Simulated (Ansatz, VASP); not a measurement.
## Two plane-wave programs on ReBi

```
CELL_PARAMETERS angstrom
3.01510 0.00000 0.00000
0.00000 3.01510 0.00000
0.00000 0.00000 3.01510
ATOMIC_POSITIONS crystal
Re 0.00000 0.00000 0.00000
Bi 0.50000 0.50000 0.50000
```

Change from the starting cell: volume scaled by 0.7, PAW files.

Alike in both runs: task single point; functional PBE; k mesh 11 × 11 × 11; occupations fermi-dirac, width 0.05 eV; no spin polarisation.

```csv
,VASP,Ansatz
version,VASP 6.6.1,Ansatz 0.2.0
potentials or method,"VASP PAW PBE potentials, release 64 (Re, Bi_d)","PAW with Ansatz's default frozen-core files, scalar-relativistic"
plane-wave cutoff (eV),520,420
valence electrons in the cell,22,30
```

Ansatz gave:

| Item | Value |
| --- | --- |
| pressure (GPa) | 133.4 |

Which values does VASP return?

Pressure (GPa): 137.1.

Both programs put the cell under a high pressure, so it lies far from rest at this level. VASP's potentials hold 22 valence electrons a cell and Ansatz's 30, so a difference there can come from the potentials and not from the codes.

Spin-orbit coupling is off throughout. Noted on VASP's run: the cell as given lies far from equilibrium.
